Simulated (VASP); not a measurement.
The system is Fe.

```
Fe
1.0
     2.43416    0.00000    0.00000
    -1.21708    2.10804    0.00000
     0.00000    0.00000    3.84193
Fe
2
Direct
  0.66667 0.33333 0.75000
  0.33333 0.66667 0.25000
```

Base run:

| Item | Value |
| --- | --- |
| Program | VASP 6.6.1 |
| Functional | PBEsol |
| Potentials or basis | VASP PAW PBE potentials, release 64 (Fe) |
| Cutoff | 520 eV |
| k mesh | 10 × 10 × 6 |
| Occupations | fermi-dirac, width 0.05 eV |
| Spin | collinear spin, ferromagnetic start |
| Starting moments | [2.25, 2.25] μB |
| Fixed moment | 4.5 μB |

Its results: pressure 39.0 GPa; site moments Fe +2.21 μB.

Problem. The run is repeated on the same cell with these changes: fixed moment from 4.5 μB to 12 μB; moments at the start from [2.25, 2.25] to [6.0, 6.0]. What comes out?

Solution. Pressure 350.7 GPa; site moments Fe +5.78 μB.

Caveats: the PAW data sets were made with another functional, which shifts forces and pressure a little; the total moment is fixed, so each spin has its own Fermi level.
